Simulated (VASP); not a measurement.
# CsPbCl3 (Pm-3m) in VASP: further runs, part 2 of 2

VASP 6.6.1. Earlier steps stand in the parts before.

## 4. Single point, r2SCAN

This run uses another cell than the first one, of 36.50 Å³/atom, 1.064 times its volume.

Contents of POSCAR:

```
CsPbCl3
1.0
    5.6720389334      0.0000000000      0.0000000000
    0.0000000000      5.6720389334      0.0000000000
    0.0000000000      0.0000000000      5.6720389334
Cs Pb Cl
1 1 3
Direct
    0.0000000000      0.0000000000      0.0000000000
    0.5000000000      0.5000000000      0.5000000000
    0.5000000000      0.5000000000      0.0000000000
    0.0000000000      0.5000000000      0.5000000000
    0.5000000000      0.0000000000      0.5000000000
```

Contents of INCAR.step1:

```
SYSTEM = CsPbCl3
PREC = Accurate
ENCUT = 520
ISMEAR = 0
SIGMA = 0.02
LREAL = .False.
LASPH = .True.
NELM = 60
NBANDS = 30
GGA = PE
ALGO = Normal
EDIFF = 1E-4
LWAVE = .True.
LCHARG = .False.
```

Contents of INCAR.step2:

```
SYSTEM = CsPbCl3
PREC = Accurate
ENCUT = 520
EDIFF = 1E-6
ISMEAR = 0
SIGMA = 0.02
LREAL = .False.
LASPH = .True.
NELM = 60
ALGO = Normal
ISIF = 2
LWAVE = .False.
LCHARG = .True.
METAGGA = R2SCAN
LMIXTAU = .True.
LELF = .True.
LVHAR = .True.
NBANDS = 30
ISTART = 1
```

Contents of KPOINTS:

```
regular mesh
0
Gamma
  6 6 6
  0 0 0
```

Launch:

```
$ cat potpaw_PBE.64/Cs_sv/POTCAR potpaw_PBE.64/Pb_d/POTCAR potpaw_PBE.64/Cl/POTCAR > POTCAR
$ cp INCAR.step1 INCAR
$ mpirun -np 1 vasp_std > vasp.out
$ cp INCAR.step2 INCAR
$ mpirun -np 1 vasp_std > vasp.out
```

Run time: 6.1 min. Hardware: 1 thread of Oxide Virtual Turin-like, shared host; peak memory 0.31 GiB.

The run converged. Its results:

| Item | Value |
| --- | --- |
| Free energy | -108.1880 eV |
| Pressure | 0.0 GPa |
| Band gap on the k mesh | 2.47 eV, direct |

Levels at points of the mesh, in eV from the valence-band top:
```csv
k point,band 20,band 21,band 22,band 23,band 24,band 25
"(0.00, 0.00, 0.00)",-2.46,-2.46,-2.46,3.99,4.89,4.89
"(0.50, 0.00, 0.00)",-2.55,-2.55,-1.65,3.50,5.31,5.77
"(0.50, 0.50, 0.00)",-2.70,-2.15,-0.79,3.02,3.02,5.41
"(0.50, 0.50, 0.50)",-2.14,-2.14,0.00,2.47,2.47,2.47
```

Caveat: the PAW data sets were made with another functional, which shifts forces and pressure a little; spin-orbit coupling is left out, which moves the levels of the heavy elements.

## 5. Single point, r2SCAN

This run uses another cell than the first one, of 36.50 Å³/atom, 1.064 times its volume.

POSCAR is that of step 4.

Contents of INCAR.step1:

```
PREC = Accurate
ENCUT = 520
ISMEAR = 0
SIGMA = 0.02
LREAL = False
LASPH = True
NELM = 60
NBANDS = 30
GGA = PE
ALGO = Normal
EDIFF = 1E-4
LWAVE = True
LCHARG = False
```

Contents of INCAR.step2:

```
PREC = Accurate
ENCUT = 520
EDIFF = 1E-6
ISMEAR = 0
SIGMA = 0.02
LREAL = False
LASPH = True
NELM = 60
ALGO = Normal
ISIF = 2
LWAVE = False
LCHARG = False
METAGGA = R2SCAN
LMIXTAU = True
NBANDS = 30
ISTART = 1
```

Contents of KPOINTS:

```
Automatic mesh
0
Gamma
  6 6 6
```

Potentials or basis: VASP PAW PBE potentials, release 64 (Cs_sv, Pb_d, Cl).

Launch:

```
$ cat potpaw_PBE.64/Cs_sv/POTCAR potpaw_PBE.64/Pb_d/POTCAR potpaw_PBE.64/Cl/POTCAR > POTCAR
$ cp INCAR.step1 INCAR
$ mpirun -np 1 vasp_std > vasp.out
$ cp INCAR.step2 INCAR
$ mpirun -np 1 vasp_std > vasp.out
```

OUTCAR:

```text
PREC = Accurate
   ENCUT = 520
   EDIFF = 1E-6
   ISMEAR = 0
   LREAL = False
   LASPH = True
   NELM = 60
   ISIF = 2
   METAGGA = R2SCAN
   ISTART = 1

 ion  position               nearest neighbor table
   1  0.000  0.000  0.000-
   2  0.500  0.500  0.500-   3 2.84   4 2.84   5 2.84   3 2.84   5 2.84   4 2.84
   3  0.500  0.500  0.000-   2 2.84   2 2.84
   4  0.000  0.500  0.500-   2 2.84   2 2.84
   5  0.500  0.000  0.500-   2 2.84   2 2.84

  LATTYP: Found a simple cubic cell.
 ALAT       =     5.6720389334

  Lattice vectors:

 A1 = (   5.6720389334,   0.0000000000,   0.0000000000)
 A2 = (   0.0000000000,   5.6720389334,   0.0000000000)
 A3 = (   0.0000000000,   0.0000000000,   5.6720389334)

Analysis of symmetry for initial positions (statically):
=====================================================================
 Subroutine PRICEL returns:
 Original cell was already a primitive cell.

 Routine SETGRP: Setting up the symmetry group for a
 simple cubic supercell.

 Subroutine GETGRP returns: Found 48 space group operations
 (whereof 48 operations were pure point group operations)
 out of a pool of 48 trial point group operations.

The static configuration has the point symmetry O_h .

Analysis of symmetry for dynamics (positions and initial velocities):
=====================================================================
 Subroutine PRICEL returns:
 Original cell was already a primitive cell.

 Routine SETGRP: Setting up the symmetry group for a
 simple cubic supercell.

 Subroutine GETGRP returns: Found 48 space group operations
 (whereof 48 operations were pure point group operations)
 out of a pool of 48 trial point group operations.

The dynamic configuration has the point symmetry O_h .

[... 114 lines left out ...]
   ISMEAR =     0;   SIGMA  =   0.02  broadening in eV -4-tet -1-fermi 0-gaus
   EFERMI_NEDOS =   21; number of points for ismear=-14 and -15
   IALGO  =     38    algorithm
   IMIX   =      4    mixing-type and parameters
     AMIX     =   0.40;   BMIX     =  1.00
     AMIX_MAG =   1.60;   BMIX_MAG =  1.00
  volume/ion in A,a.u.               =      36.50       246.29
  Fermi-wavevector in a.u.,A,eV,Ry     =   1.018951  1.925538 14.126393  1.038261
  Thomas-Fermi vector in A             =   2.152437
   LORBIT       =      0    0 simple, 1 ext, 2 COOP (PROOUT), +10 PAW based schemes
   METAGGA = R2SCAN    functional components
   LHFCALC =     F    Hartree Fock is set to
   AEXX    =    0.0000 exact exchange contribution
   IVDW    =     0    specifies the selected vdW correction
   LEPSILON=     F    determine dielectric tensor
   LRPA    =     F    only Hartree local field effects (RPA)
 non-spin polarized calculation
 Gauss-broadening in eV      SIGMA  =   0.02
  energy-cutoff  :      520.00
  volume of cell :      182.48
 maximum number of plane-waves:      4948
   NGX = 21   NGY = 21   NGZ = 21

 number of electron      44.0000021 magnetization

 Free energy of the ion-electron system (eV)
  ---------------------------------------------------
  ext. energy  EPLUGINS =         0.00000000
  ---------------------------------------------------
  free energy    TOTEN  =      -108.18796563 eV

  energy without entropy =     -108.18796563  energy(sigma->0) =     -108.18796563

 E-fermi :   1.2429     XC(G=0):  -8.0895

 val. band max:        1.1296939171   @ k =   0.5000   0.5000   0.5000
 cond. band min:       3.5982903994   @ k =   0.5000   0.5000   0.5000
 fundamental gap:      2.4685964823
 Fermi energy:         1.2428551412

 k-point     1 :       0.0000    0.0000    0.0000
  band No.  band energies     occupation
      1     -20.6933      2.00000
      2     -16.1106      2.00000
      3     -16.1106      2.00000
      4     -15.8830      2.00000
      5     -15.8830      2.00000
      6     -15.8830      2.00000
[... 649 lines left out ...]
     29       7.3603      0.00000
     30       8.5754      0.00000

------------------------ aborting loop because EDIFF is reached ----------------------------------------

  FORCE on cell =-STRESS in cart. coord.  units (eV):
  Direction    XX          YY          ZZ          XY          YZ          ZX
  --------------------------------------------------------------------------------------
  -------------------------------------------------------------------------------------
  Total       -0.0176675     -0.0176675     -0.0176675      0.0000000     -0.0000000      0.0000000
  in kB       -0.1551203     -0.1551203     -0.1551203      0.0000000     -0.0000000      0.0000000
  external PRESSURE =      -0.1551203 kB  Pullay stress =       0.0000000 kB

 VOLUME and BASIS-vectors are now :
 -----------------------------------------------------------------------------
  energy-cutoff  :      520.00
  volume of cell :      182.48
      direct lattice vectors                 reciprocal lattice vectors
     5.672038933  0.000000000  0.000000000     0.176303444  0.000000000  0.000000000
     0.000000000  5.672038933  0.000000000     0.000000000  0.176303444  0.000000000
     0.000000000  0.000000000  5.672038933     0.000000000  0.000000000  0.176303444

 POSITION                                       TOTAL-FORCE (eV/Angst)
 -----------------------------------------------------------------------------------
      0.00000      0.00000      0.00000         0.000000      0.000000      0.000000
      2.83602      2.83602      2.83602         0.000000      0.000000      0.000000
      2.83602      2.83602      0.00000         0.000000      0.000000      0.000000
      0.00000      2.83602      2.83602         0.000000      0.000000      0.000000
      2.83602      0.00000      2.83602         0.000000      0.000000      0.000000
 -----------------------------------------------------------------------------------
    total drift:                                0.000000     -0.000000     -0.000000

  FREE ENERGIE OF THE ION-ELECTRON SYSTEM (eV)
  ---------------------------------------------------
  free  energy   TOTEN  =      -108.1879656257 eV

  energy  without entropy=     -108.1879656257  energy(sigma->0) =     -108.18796563
```

OUTCAR.step1:

```text
PREC = Accurate
   ENCUT = 520
   ISMEAR = 0
   LREAL = False
   LASPH = True
[... 884 lines left out ...]
      2.83602      2.83602      2.83602         0.000000      0.000000      0.000000
      2.83602      2.83602      0.00000         0.000000      0.000000      0.000000
      0.00000      2.83602      2.83602         0.000000      0.000000      0.000000
      2.83602      0.00000      2.83602         0.000000      0.000000      0.000000
 -----------------------------------------------------------------------------------
    total drift:                                0.000000     -0.000000     -0.000000

  FREE ENERGIE OF THE ION-ELECTRON SYSTEM (eV)
  ---------------------------------------------------
  free  energy   TOTEN  =       -17.5505368042 eV

  energy  without entropy=      -17.5505368042  energy(sigma->0) =      -17.55053680
```

Wall time 5.5 min (1 thread of Oxide Virtual Turin-like, shared host); peak memory 0.32 GiB.

Results:

```
Free energy            : -108.1880 eV
Pressure               : 0.0 GPa
Band gap on the k mesh : 2.47 eV, direct
```

Caveat: the PAW data sets were made with another functional, which shifts forces and pressure a little; spin-orbit coupling is left out, which moves the levels of the heavy elements. A k mesh can miss the band edges.

## 6. Single point, r2SCAN (volume scaled by 1.03)

Edit POSCAR of step 5 so:

```diff
@@ -2,5 +2,5 @@
 1.0
-    5.6720389334      0.0000000000      0.0000000000
-    0.0000000000      5.6720389334      0.0000000000
-    0.0000000000      0.0000000000      5.6720389334
+    5.7282013873      0.0000000000      0.0000000000
+    0.0000000000      5.7282013873      0.0000000000
+    0.0000000000      0.0000000000      5.7282013873
 Cs Pb Cl
```

Contents of INCAR.step1:

```
PREC     = Accurate       # precision mode
ENCUT    = 520            # plane-wave cutoff, eV
ISMEAR   = 0              # smearing method
SIGMA    = 0.02           # smearing width, eV
LREAL    = False          # projectors in reciprocal space
LASPH    = True           # aspherical terms in the spheres
NELM     = 80             # most SCF steps
NBANDS   = 30             # bands
GGA      = PE             # functional
ALGO     = Normal         # electronic algorithm
EDIFF    = 1E-4           # SCF threshold, eV
LWAVE    = True           # write WAVECAR
LCHARG   = False          # write CHGCAR
```

Contents of INCAR.step2:

```
PREC     = Accurate       # precision mode
ENCUT    = 520            # plane-wave cutoff, eV
EDIFF    = 1E-6           # SCF threshold, eV
ISMEAR   = 0              # smearing method
SIGMA    = 0.02           # smearing width, eV
LREAL    = False          # projectors in reciprocal space
LASPH    = True           # aspherical terms in the spheres
NELM     = 80             # most SCF steps
ALGO     = Normal         # electronic algorithm
ISIF     = 2              # what is computed and relaxed
LWAVE    = False          # write WAVECAR
LCHARG   = False          # write CHGCAR
METAGGA  = R2SCAN         # meta-GGA
LMIXTAU  = True         
NBANDS   = 30             # bands
ISTART   = 1
```

Contents of KPOINTS:

```
regular mesh
0
Gamma
  6 6 6
```

Potentials or basis: VASP PAW PBE potentials, release 64 (Cs_sv, Pb_d, Cl).

Launch:

```
$ cat potpaw_PBE.64/Cs_sv/POTCAR potpaw_PBE.64/Pb_d/POTCAR potpaw_PBE.64/Cl/POTCAR > POTCAR
$ cp INCAR.step1 INCAR
$ mpirun -np 1 vasp_std > vasp.out
$ cp INCAR.step2 INCAR
$ mpirun -np 1 vasp_std > vasp.out
```

Wall time 6 min (1 thread of Oxide Virtual Turin-like, shared host); peak memory 0.39 GiB.

Results (log left out):

* Free energy: -108.1773 eV
* Pressure: -0.7 GPa
* Band gap on the k mesh: 2.59 eV, direct

Levels at points of the mesh, in eV from the valence-band top:
```tsv
k point	band 18	band 19	band 20	band 21	band 22	band 23	band 24	band 25	band 26	band 27
(0.00, 0.00, 0.00)	-2.32	-2.32	-2.23	-2.23	-2.23	4.14	5.11	5.11	6.07	6.07
(0.50, 0.00, 0.00)	-2.41	-2.41	-2.32	-2.32	-1.53	3.55	5.46	5.84	5.84	5.95
(0.50, 0.50, 0.00)	-2.49	-2.48	-2.48	-1.94	-0.74	3.11	3.11	5.45	6.21	6.46
(0.50, 0.50, 0.50)	-2.49	-1.93	-1.93	-1.93	0.00	2.59	2.59	2.59	6.02	6.39
```

Caveat: the cell differs from its parent crystal (volume scaled by 1.03); the PAW data sets were made with another functional, which shifts forces and pressure a little; spin-orbit coupling is left out, which moves the levels of the heavy elements.

## 7. Single point, r2SCAN (volume scaled by 1.06)

Edit POSCAR of step 6 so:

```diff
@@ -2,5 +2,5 @@
 1.0
-    5.7282013873      0.0000000000      0.0000000000
-    0.0000000000      5.7282013873      0.0000000000
-    0.0000000000      0.0000000000      5.7282013873
+    5.7832836258      0.0000000000      0.0000000000
+    0.0000000000      5.7832836258      0.0000000000
+    0.0000000000      0.0000000000      5.7832836258
 Cs Pb Cl
```

Contents of INCAR.step1:

```
PREC = Accurate ; ENCUT = 520
ISMEAR = 0 ; SIGMA = 0.02
LREAL = False ; LASPH = True
NELM = 60 ; NBANDS = 30
GGA = PE ; ALGO = Normal
EDIFF = 1E-4 ; LWAVE = True
LCHARG = False
```

Contents of INCAR.step2:

```
PREC = Accurate ; ENCUT = 520
EDIFF = 1E-7 ; ISMEAR = 0
SIGMA = 0.02 ; LREAL = False
LASPH = True ; NELM = 60
ALGO = Normal ; ISIF = 2
LWAVE = False ; LCHARG = False
METAGGA = R2SCAN ; LMIXTAU = True
NBANDS = 30 ; ISTART = 1
```

KPOINTS is that of step 6.

Launch:

```
$ cat potpaw_PBE.64/Cs_sv/POTCAR potpaw_PBE.64/Pb_d/POTCAR potpaw_PBE.64/Cl/POTCAR > POTCAR
$ cp INCAR.step1 INCAR
$ mpirun -np 1 vasp_std > vasp.out
$ cp INCAR.step2 INCAR
$ mpirun -np 1 vasp_std > vasp.out
```

Wall time 7.7 min (1 thread of Oxide Virtual Turin-like, shared host); peak memory 0.4 GiB.

The run converged. Its results:

* Free energy: -108.1449 eV
* Pressure: -1.3 GPa
* Band gap on the k mesh: 2.70 eV, direct

Levels at points of the mesh, in eV from the valence-band top:
```
           k point  band 19  band 20  band 21  band 22  band 23  band 24  band 25  band 26
(0.00, 0.00, 0.00)    -2.10    -2.03    -2.03    -2.03     4.28     5.30     5.30     6.25
(0.50, 0.00, 0.00)    -2.18    -2.10    -2.10    -1.43     3.60     5.59     5.85     5.85
(0.50, 0.50, 0.00)    -2.25    -2.25    -1.74    -0.69     3.18     3.18     5.48     6.35
(0.50, 0.50, 0.50)    -1.73    -1.73    -1.73     0.00     2.70     2.70     2.70     6.15
```

Caveat: the cell differs from its parent crystal (volume scaled by 1.06); the PAW data sets were made with another functional, which shifts forces and pressure a little; spin-orbit coupling is left out, which moves the levels of the heavy elements.

## 8. Summary

```tsv
cell	gap on the mesh (eV)	pressure (GPa)
a = 5.556 Å, 5 atoms	2.18	1.8
a = 5.615 Å, 5 atoms	2.33	0.8
a = 5.672 Å, 5 atoms	2.47	0.0
a = 5.728 Å, 5 atoms	2.59	-0.7
a = 5.783 Å, 5 atoms	2.70	-1.3
```

Alike in all rows: task single point; level r2SCAN; potentials or basis VASP PAW PBE potentials, release 64 (Cs_sv, Pb_d, Cl); no spin polarisation; k mesh 6 × 6 × 6; cutoff (eV) 520; smearing gaussian 0.02 eV.

Caveats: the PAW data sets were made with another functional, which shifts forces and pressure a little; spin-orbit coupling is left out, which moves the levels of the heavy elements.

Total energies depend on the potentials used, so only differences within one code and one set of settings carry meaning.
